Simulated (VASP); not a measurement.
Fe:

```
CELL_PARAMETERS angstrom
0.00000 1.78450 1.78450
1.78450 0.00000 1.78450
1.78450 1.78450 0.00000
ATOMIC_POSITIONS crystal
Fe 0.00000 0.00000 0.00000
```

Base run:

```yaml
Program: VASP 6.6.1
Functional: PBE
Potentials_or_basis: VASP PAW PBE potentials, release 64 (Fe)
Cutoff: 520 eV
k_mesh: 12 × 12 × 12
Occupations: fermi-dirac, width 0.1 eV
Spin: collinear spin, ferromagnetic start
Starting_moments: "[4.0] μB"
```

Its results: pressure 2.7 GPa; net moment 2.15 μB per cell.

Task: After a change of settings the same cell gave: pressure -23.0 GPa; net moment 0.00 μB per cell. Which change was it?
A. moments at the start from [4.0] to [0.76]; fixed moment from none to 0.76 μB
B. moments at the start from [4.0] to [2.67]; fixed moment from none to 2.67 μB
C. moments at the start from [4.0] to [0.4]
D. moments at the start from [4.0] to [1.53]; fixed moment from none to 1.53 μB

Result: C.
